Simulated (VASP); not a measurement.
# Hg (P6/mmm) in VASP: a series of runs

The runs below take Hg through single point, with PBE.

Program: VASP 6.6.1. These are calculated values, not measurements. Logs are shortened: lines on timing, memory, paths and dates and some standing lists are left out, and cuts for length are marked.

## (1) The cell of the first run

The structure is hexagonal, space group P6/mmm (No. 191). The conventional cell has a = 4.447 Å, b = 4.447 Å, c = 3.791 Å, α = 90.00°, β = 90.00°, γ = 120.00°. Hg (site symmetry -6m2) has 9 Hg at 2.57 to 3.19 Å within 3.4 Å. Hg (site symmetry 6/mmm) has 14 Hg at 3.19 to 3.79 Å within 4.2 Å.

## (2) Single point, PBE

Contents of INCAR:

```
ALGO = Normal ; EDIFF = 1E-6
ENCUT = 520 ; GGA = PE
ISIF = 2 ; ISMEAR = -1
LASPH = T ; LCHARG = T
LELF = T ; LREAL = F
LVHAR = T ; LWAVE = F
NBANDS = 25 ; NELM = 80
PREC = Accurate ; SIGMA = 0.05
```

Contents of KPOINTS:

```
k-points
0
Gamma
  7 7 7
```

Contents of POSCAR:

```
Hg
1.0
    4.4473209336      0.0000000000      0.0000000000
   -2.2236604668      3.8514929073      0.0000000000
    0.0000000000      0.0000000000      3.7909982407
Hg
3
Direct
    0.6666666667      0.3333333333      0.5000000000
    0.0000000000      0.0000000000      0.0000000000
    0.3333333333      0.6666666667      0.5000000000
```

Potentials or basis: VASP PAW PBE potentials, release 64 (Hg).

The run is started by

```sh
$ cat potpaw_PBE.64/Hg/POTCAR > POTCAR
$ mpirun -np 1 vasp_std > vasp.out
```

OUTCAR:

```text
EDIFF = 1E-6
   ENCUT = 520
   GGA = PE
   ISIF = 2
   ISMEAR = -1
   LASPH = T
   LREAL = F
   NELM = 80
   PREC = Accurate

 ion  position               nearest neighbor table
   1  0.667  0.333  0.500-   3 2.57   3 2.57   3 2.57   2 3.19   2 3.19   2 3.19   2 3.19   2 3.19
                             2 3.19
   2  0.000  0.000  0.000-   1 3.19   3 3.19   1 3.19   3 3.19   1 3.19   1 3.19   3 3.19   3 3.19
                             1 3.19   1 3.19   3 3.19   3 3.19
   3  0.333  0.667  0.500-   1 2.57   1 2.57   1 2.57   2 3.19   2 3.19   2 3.19   2 3.19   2 3.19
                             2 3.19

  LATTYP: Found a hexagonal cell.
 ALAT       =     4.4473209336
 C/A-ratio  =     0.8524229075

  Lattice vectors:

 A1 = (   4.4473209336,   0.0000000000,   0.0000000000)
 A2 = (  -2.2236604668,   3.8514929073,   0.0000000000)
 A3 = (   0.0000000000,   0.0000000000,   3.7909982407)

Analysis of symmetry for initial positions (statically):
=====================================================================
 Subroutine PRICEL returns:
 Original cell was already a primitive cell.

 Routine SETGRP: Setting up the symmetry group for a
 hexagonal supercell.

 Subroutine GETGRP returns: Found 24 space group operations
 (whereof 24 operations were pure point group operations)
 out of a pool of 24 trial point group operations.

The static configuration has the point symmetry D_6h.

Analysis of symmetry for dynamics (positions and initial velocities):
=====================================================================
 Subroutine PRICEL returns:
 Original cell was already a primitive cell.

 Routine SETGRP: Setting up the symmetry group for a
 hexagonal supercell.

 Subroutine GETGRP returns: Found 24 space group operations
 (whereof 24 operations were pure point group operations)
 out of a pool of 24 trial point group operations.

The dynamic configuration has the point symmetry D_6h.

 Subroutine INISYM returns: Found 24 space group operations
 (whereof 24 operations are pure point group operations),
 and found     1 'primitive' translations

----------------------------------------------------------------------------------------

                                     Primitive cell

  volume of cell :      64.9353

  direct lattice vectors                    reciprocal lattice vectors
     4.447320934  0.000000000  0.000000000     0.224854472  0.129819790  0.000000000
    -2.223660467  3.851492907  0.000000000     0.000000000  0.259639580  0.000000000
     0.000000000  0.000000000  3.790998241     0.000000000  0.000000000  0.263782766

  length of vectors
     4.447320934  4.447320934  3.790998241     0.259639580  0.259639580  0.263782766

  position of ions in fractional coordinates (direct lattice)
     0.666666667  0.333333333  0.500000000
     0.000000000  0.000000000  0.000000000
     0.333333333  0.666666667  0.500000000

  ion indices of the primitive-cell ions
   primitive index   ion index
                 1           1
                 2           2
                 3           3

----------------------------------------------------------------------------------------

 KPOINTS: k-points

Automatic generation of k-mesh.
 Grid dimensions read from file:
 generate k-points for:    7    7    7

 Generating k-lattice:

  Cartesian coordinates                     Fractional coordinates (reciprocal lattice)
     0.032122067  0.018545684  0.000000000     0.142857143  0.000000000  0.000000000
     0.000000000  0.037091369  0.000000000     0.000000000  0.142857143  0.000000000
     0.000000000  0.000000000  0.037683252     0.000000000  0.000000000  0.142857143

  Length of vectors
     0.037091369  0.037091369  0.037683252

  Shift w.r.t. Gamma in fractional coordinates (k-lattice)
     0.000000000  0.000000000  0.000000000

 Subroutine IBZKPT returns following result:
 ===========================================

 Found     32 irreducible k-points:

 Following reciprocal coordinates:
            Coordinates               Weight
  0.000000  0.000000  0.000000      1.000000
  0.142857 -0.000000  0.000000      6.000000
  0.285714  0.000000  0.000000      6.000000
  0.428571  0.000000  0.000000      6.000000
  0.142857  0.142857  0.000000      6.000000
  0.285714  0.142857  0.000000     12.000000
[... 16 lines left out ...]
  0.428571  0.142857  0.285714     12.000000
  0.285714  0.285714  0.285714     12.000000
 [... further k-points ...]
   k-points           NKPTS =     32   k-points in BZ     NKDIM =     32   number of bands    NBANDS=     25
   number of dos      NEDOS =    301   number of ions     NIONS =      3
   total plane-waves  NPLWV =  36288
   dimension x,y,z NGX =    36 NGY =   36 NGZ =   28
   dimension x,y,z NGXF=    72 NGYF=   72 NGZF=   56
   ions per type =               3
   NGX,Y,Z   is equivalent  to a cutoff of  13.46, 13.46, 12.28 a.u.
   NGXF,Y,Z  is equivalent  to a cutoff of  26.91, 26.91, 24.56 a.u.
 SYSTEM =  unknown system
   PREC   = accura    normal or accurate (medium, high low for compatibility)
   ISTART =      0    job   : 0-new  1-cont  2-samecut
   ICHARG =      2    charge: 1-file 2-atom 10-const
   ISPIN  =      1    spin polarized calculation?
   LNONCOLLINEAR =      F non collinear calculations
   LSORBIT =      F    spin-orbit coupling
   LASPH  =      T    aspherical Exc in radial PAW
   ENCUT  =  520.0 eV  38.22 Ry    6.18 a.u.   8.27  8.27  7.05*2*pi/ulx,y,z
   NELM   =     80;   NELMIN=  2; NELMDL= -5     # of ELM steps
   EDIFF  = 0.1E-05   stopping-criterion for ELM
   LREAL  =      F    real-space projection
   EDIFFG = 0.1E-04   stopping-criterion for IOM
   NSW    =      0    number of steps for IOM
   IBRION =     -1    ionic relax: 0-MD 1-quasi-New 2-CG
   NFREE  =      0    steps in history (QN), initial steepest desc. (CG)
   ISIF   =      2    stress and relaxation
   ISYM   =      2    0-nonsym 1-usesym 2-fastsym
   POTIM  = 0.5000    time-step for ionic-motion
   TEBEG  =    0.0;   TEEND  =   0.0 temperature during run
   PSTRESS=    0.0 pullay stress
   NELECT =      36.0000    total number of electrons
   NUPDOWN=      -1.0000    fix difference up-down
   EMIN   =  10.00;   EMAX   =-10.00  energy-range for DOS
   EFERMI =   0.00;   METHOD = LEGACY
   ISMEAR =    -1;   SIGMA  =   0.05  broadening in eV -4-tet -1-fermi 0-gaus
   EFERMI_NEDOS =   21; number of points for ismear=-14 and -15
   IALGO  =     38    algorithm
   IMIX   =      4    mixing-type and parameters
     AMIX     =   0.40;   BMIX     =  1.00
     AMIX_MAG =   1.60;   BMIX_MAG =  1.00
  volume/ion in A,a.u.               =      21.65       146.07
  Fermi-wavevector in a.u.,A,eV,Ry     =   1.344875  2.541445 24.608708  1.808689
  Thomas-Fermi vector in A             =   2.472833
   LORBIT       =      0    0 simple, 1 ext, 2 COOP (PROOUT), +10 PAW based schemes
   GGA     = PE    functional components
   LHFCALC =     F    Hartree Fock is set to
   AEXX    =    0.0000 exact exchange contribution
   IVDW    =     0    specifies the selected vdW correction
   LEPSILON=     F    determine dielectric tensor
   LRPA    =     F    only Hartree local field effects (RPA)
 non-spin polarized calculation
  energy-cutoff  :      520.00
  volume of cell :       64.94
 maximum number of plane-waves:      1778
 NGX is ok and might be reduce to    36
   NGX = 17   NGY = 17   NGZ = 15

 number of electron      35.9999995 magnetization

 Free energy of the ion-electron system (eV)
  ---------------------------------------------------
  ext. energy  EPLUGINS =         0.00000000
  ---------------------------------------------------
  free energy    TOTEN  =         0.93519640 eV

  energy without entropy =        0.94173259  energy(sigma->0) =        0.93846449

 E-fermi :   3.7727     XC(G=0): -11.2705

 val. band max:        3.7125737796   @ k =   0.2857   0.1429   0.4286
 cond. band min:       3.9142804478   @ k =   0.2857   0.2857   0.4286
 fundamental gap:      0.2017066682
 Fermi energy:         3.7727076521

 k-point     1 :       0.0000    0.0000    0.0000
  band No.  band energies     occupation
      1      -6.8276      2.00000
      2      -4.9407      2.00000
      3      -4.5919      2.00000
      4      -4.5919      2.00000
      5      -4.3691      2.00000
      6      -4.3691      2.00000
[... 17 lines left out ...]
     24      11.9564      0.00000
     25      16.7314      0.00000

 k-point     2 :       0.1429   -0.0000    0.0000
  band No.  band energies     occupation
      1      -6.5894      2.00000
      2      -4.9844      2.00000
      3      -4.8908      2.00000
      4      -4.8233      2.00000
      5      -4.5337      2.00000
      6      -4.4642      2.00000
[... 17 lines left out ...]
     24      12.2986      0.00000
     25      15.5028      0.00000

 k-point     3 :       0.2857    0.0000    0.0000
  band No.  band energies     occupation
      1      -5.9598      2.00000
      2      -5.4798      2.00000
      3      -5.1990      2.00000
      4      -4.7603      2.00000
      5      -4.5693      2.00000
      6      -4.4832      2.00000
[... 17 lines left out ...]
     24      13.3331      0.00000
     25      13.5417      0.00000

 k-point     4 :       0.4286    0.0000    0.0000
  band No.  band energies     occupation
      1      -5.8167      2.00000
      2      -5.3577      2.00000
      3      -5.2733      2.00000
      4      -4.8915      2.00000
      5      -4.3086      2.00000
      6      -4.2640      2.00000
[... 17 lines left out ...]
     24      13.5398      0.00000
     25      13.5566      0.00000

 k-point     5 :       0.1429    0.1429    0.0000
  band No.  band energies     occupation
      1      -6.1543      2.00000
      2      -5.3995      2.00000
      3      -5.0913      2.00000
      4      -4.6594      2.00000
      5      -4.6463      2.00000
      6      -4.5521      2.00000
[... 17 lines left out ...]
     24      13.2807      0.00000
     25      14.2910      0.00000

 k-point     6 :       0.2857    0.1429    0.0000
  band No.  band energies     occupation
      1      -5.8045      2.00000
      2      -5.5194      2.00000
      3      -5.2551      2.00000
      4      -4.7850      2.00000
      5      -4.4809      2.00000
      6      -4.3151      2.00000
[... 17 lines left out ...]
     24      12.9835      0.00000
     25      13.2544      0.00000
[... 393 lines left out ...]
 k-point    21 :       0.1429    0.1429    0.2857
  band No.  band energies     occupation
      1      -5.9724      2.00000
      2      -5.3077      2.00000
      3      -5.1220      2.00000
      4      -4.8744      2.00000
      5      -4.6513      2.00000
      6      -4.1100      2.00000
[... 17 lines left out ...]
     24      13.2729      0.00000
     25      13.5540      0.00000

 k-point    22 :       0.2857    0.1429    0.2857
  band No.  band energies     occupation
      1      -5.8053      2.00000
      2      -5.4460      2.00000
      3      -5.2287      2.00000
      4      -4.9489      2.00000
      5      -4.5765      2.00000
      6      -3.8646      2.00000
[... 17 lines left out ...]
     24      13.3995      0.00000
     25      15.9669      0.00000

 k-point    23 :       0.4286    0.1429    0.2857
  band No.  band energies     occupation
      1      -5.8545      2.00000
      2      -5.3017      2.00000
      3      -5.2942      2.00000
      4      -5.0193      2.00000
      5      -4.5336      2.00000
      6      -3.8712      2.00000
[... 17 lines left out ...]
     24      14.5192      0.00000
     25      14.6820      0.00000

 k-point    24 :       0.2857    0.2857    0.2857
  band No.  band energies     occupation
      1      -5.9395      2.00000
      2      -5.2847      2.00000
      3      -5.1933      2.00000
      4      -5.0510      2.00000
      5      -4.3731      2.00000
      6      -4.0452      2.00000
[... 17 lines left out ...]
     24      14.3389      0.00000
     25      15.2844      0.00000

 [... further k-points ...]
[... 5 lines left out ...]
  --------------------------------------------------------------------------------------
  -------------------------------------------------------------------------------------
  Total       10.9659258     10.9659258      2.8896742      0.0000000      0.0000000     -0.0000000
  in kB      270.5669384    270.5669384     71.2981563      0.0000000      0.0000000     -0.0000000
  external PRESSURE =     204.1440110 kB  Pullay stress =       0.0000000 kB

 VOLUME and BASIS-vectors are now :
 -----------------------------------------------------------------------------
  energy-cutoff  :      520.00
  volume of cell :       64.94
      direct lattice vectors                 reciprocal lattice vectors
     4.447320934  0.000000000  0.000000000     0.224854472  0.129819790  0.000000000
    -2.223660467  3.851492907  0.000000000     0.000000000  0.259639580  0.000000000
     0.000000000  0.000000000  3.790998241     0.000000000  0.000000000  0.263782766

 POSITION                                       TOTAL-FORCE (eV/Angst)
 -----------------------------------------------------------------------------------
      2.22366      1.28383      1.89550        -0.000000     -0.000000      0.000000
      0.00000      0.00000      0.00000        -0.000000      0.000000      0.000000
     -0.00000      2.56766      1.89550         0.000000     -0.000000     -0.000000
 -----------------------------------------------------------------------------------
    total drift:                                0.000000     -0.000000     -0.000000

  FREE ENERGIE OF THE ION-ELECTRON SYSTEM (eV)
  ---------------------------------------------------
  free  energy   TOTEN  =         0.9351964002 eV

  energy  without entropy=        0.9417325852  energy(sigma->0) =        0.93846449
```

Wall time 26 s (1 thread of Intel Xeon 6975P-C (Granite Rapids), shared host); peak memory 0.2 GiB.

Results:

```
Free energy            : 0.9352 eV
Pressure               : 20.4 GPa
Band gap on the k mesh : zero (bands 18 and 19 overlap by 5.60 eV)
```

Caveat: the cell stands under pressure; spin-orbit coupling is left out, which moves the levels of the heavy elements.

## (3) Single point, PBE

This run uses another cell than the first one, of 22.11 Å³/atom.

Contents of INCAR:

```
SYSTEM = Hg
PREC = Accurate
ENCUT = 520
EDIFF = 1E-6
ISMEAR = -1
SIGMA = 0.05
LREAL = .FALSE.
LASPH = .TRUE.
NELM = 100
ALGO = Fast
ISIF = 2
LWAVE = .FALSE.
LCHARG = .TRUE.
GGA = PE
LELF = .TRUE.
LVHAR = .TRUE.
NBANDS = 25
```

Contents of KPOINTS:

```
Automatic mesh
0
G
  7 7 7
  0 0 0
```

Contents of POSCAR:

```
Hg
1.0
    4.4786411270      0.0000000000      0.0000000000
   -2.2393205635      3.8786169904      0.0000000000
    0.0000000000      0.0000000000      3.8176962911
Hg
3
Direct
    0.6666666667      0.3333333333      0.5000000000
    0.0000000000      0.0000000000      0.0000000000
    0.3333333333      0.6666666667      0.5000000000
```

Potentials or basis: VASP PAW PBE potentials, release 64 (Hg).

The run is started by

```sh
$ cat potpaw_PBE.64/Hg/POTCAR > POTCAR
$ mpirun -np 1 vasp_std > vasp.out
```

It took 25 s on 1 thread of Intel Xeon 6975P-C (Granite Rapids), shared host; peak memory 0.2 GiB.

It converged, with:

```
Free energy            : 0.7698 eV
Pressure               : 17.8 GPa
Band gap on the k mesh : zero (bands 18 and 19 overlap by 5.50 eV)
```

Stress tensor (GPa, compression positive):
```
23.69  0.00  0.00
 0.00 23.69  0.00
 0.00  0.00  5.93
```

Levels at points of the mesh, in eV from the Fermi level:
```tsv
k point	band 14	band 15	band 16	band 17	band 18	band 19	band 20	band 21	band 22	band 23
(0.00, 0.00, 0.00)	-6.85	-6.06	-6.06	0.55	1.88	2.85	3.66	3.66	3.90	3.90
```

Caveat: the cell stands under pressure; spin-orbit coupling is left out, which moves the levels of the heavy elements.

## (4) Single point, PBE

This run uses another cell than the first one, of 22.57 Å³/atom.

Contents of INCAR:

```
SYSTEM = Hg
ALGO = Normal
EDIFF = 1E-6
ENCUT = 520
GGA = PE
ISIF = 2
ISMEAR = -1
LASPH = .TRUE.
LCHARG = .FALSE.
LREAL = .FALSE.
LWAVE = .FALSE.
NBANDS = 25
NELM = 100
PREC = Accurate
SIGMA = 0.05
```

Contents of KPOINTS:

```
k-points
0
G
  7 7 7
  0 0 0
```

Contents of POSCAR:

```
Hg
1.0
    4.5095292832      0.0000000000      0.0000000000
   -2.2547646416      3.9053669184      0.0000000000
    0.0000000000      0.0000000000      3.8440260630
Hg
3
Direct
    0.6666666667      0.3333333333      0.5000000000
    0.0000000000      0.0000000000      0.0000000000
    0.3333333333      0.6666666667      0.5000000000
```

The run is started by

```sh
$ cat potpaw_PBE.64/Hg/POTCAR > POTCAR
$ mpirun -np 1 vasp_std > vasp.out
```

It took 27 s on 1 thread of Intel Xeon 6975P-C (Granite Rapids), shared host; peak memory 0.2 GiB.

It converged, with:

| Property | Result |
| --- | --- |
| Free energy | 0.6257 eV |
| Pressure | 15.5 GPa |
| Band gap on the k mesh | zero (bands 18 and 19 overlap by 5.30 eV) |

Stress tensor (GPa, compression positive):
```
20.76  0.00  0.00
 0.00 20.76  0.00
 0.00  0.00  4.96
```

Levels at points of the mesh, in eV from the Fermi level:
| k point | band 15 | band 16 | band 17 | band 18 | band 19 | band 20 | band 21 | band 22 |
| --- | --- | --- | --- | --- | --- | --- | --- | --- |
| (0.00, 0.00, 0.00) | -6.04 | -6.04 | 0.47 | 1.92 | 2.75 | 3.61 | 3.61 | 3.87 |

Caveat: the cell stands under pressure; spin-orbit coupling is left out, which moves the levels of the heavy elements.

## (5) Overview

```csv
cell,gap on the mesh (eV),pressure (GPa)
"a = 4.447, b = 4.447, c = 3.791 Å, angles 90.0, 90.0, 120.0°, 3 atoms",none,20.4
"a = 4.479, b = 4.479, c = 3.818 Å, angles 90.0, 90.0, 120.0°, 3 atoms",none,17.8
"a = 4.510, b = 4.510, c = 3.844 Å, angles 90.0, 90.0, 120.0°, 3 atoms",none,15.5
```

Alike in all rows: task single point; level PBE; potentials or basis VASP PAW PBE potentials, release 64 (Hg); no spin polarisation; k mesh 7 × 7 × 7; cutoff (eV) 520; smearing fermi-dirac 0.05 eV.

Caveats: the cell stands under pressure; spin-orbit coupling is left out, which moves the levels of the heavy elements.

Absolute energies hang on the potentials; compare differences alone.
